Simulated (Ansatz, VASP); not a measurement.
K in VASP and in Ansatz

```xyz
1
Lattice="-2.6302 2.6302 2.6302 2.6302 -2.6302 2.6302 2.6302 2.6302 -2.6302" Properties=species:S:1:pos:R:3 pbc="T T T"
K     0.0000    0.0000    0.0000
```

Alike in both runs: functional PBEsol; k mesh 12 × 12 × 12; occupations gaussian, width 0.1 eV; no spin polarisation.

Ansatz relaxed the structure, and its values are those at the end. VASP's run is a single point on that final structure, the one shown.

|  | VASP | Ansatz |
| --- | --- | --- |
| version | VASP 6.6.1 | Ansatz 0.2.0 |
| potentials or method | VASP PAW PBE potentials, release 64 (K_sv), cutoff 520 eV | scalar-relativistic, plane waves, PAW |
| valence electrons in the cell | 9 | 9 |

```tsv
	VASP	Ansatz	Ansatz less VASP
gap on the k mesh at the Fermi level (eV)	none	none	-
pressure (GPa)	-0.1	-0.1	+0.01
```

VASP's potentials were made for PBE, not for PBEsol. A gap of «none» marks a metal or a gap that the smearing closes.
